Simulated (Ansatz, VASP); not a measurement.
# One calculation of HfC, two programs

```
Hf C
1.0
     0.00000    2.32500    2.32500
     2.32500    0.00000    2.32500
     2.32500    2.32500    0.00000
Hf C
1 1
Direct
  0.50000 0.50000 0.50000
  0.00000 0.00000 0.00000
```

Alike in both runs: task electric field gradients; functional PBE; k mesh 15 × 15 × 15; occupations fermi-dirac, width 0.05 eV; non-collinear spin, spin-orbit coupling.

|  | VASP | Ansatz |
| --- | --- | --- |
| version | VASP 6.6.1 | Ansatz 0.2.0 |
| potentials or method | VASP PAW PBE potentials, release 64 (Hf_pv, C) | PAW with Ansatz's default frozen-core files, fully relativistic files with spin-orbit coupling |
| plane-wave cutoff (eV) | 520 | 420 |
| valence electrons in the cell | 14 | 30 |

VASP gave:

| Property | Result |
| --- | --- |
| pressure (GPa) | -0.6 |

Question: Estimate Ansatz's values.

Answer: Pressure (GPa): -0.4.

With one functional, cell and mesh, what is left measures potentials, basis and numerics. VASP's potentials hold 14 valence electrons a cell and Ansatz's 30, so a difference there can come from the potentials and not from the codes.
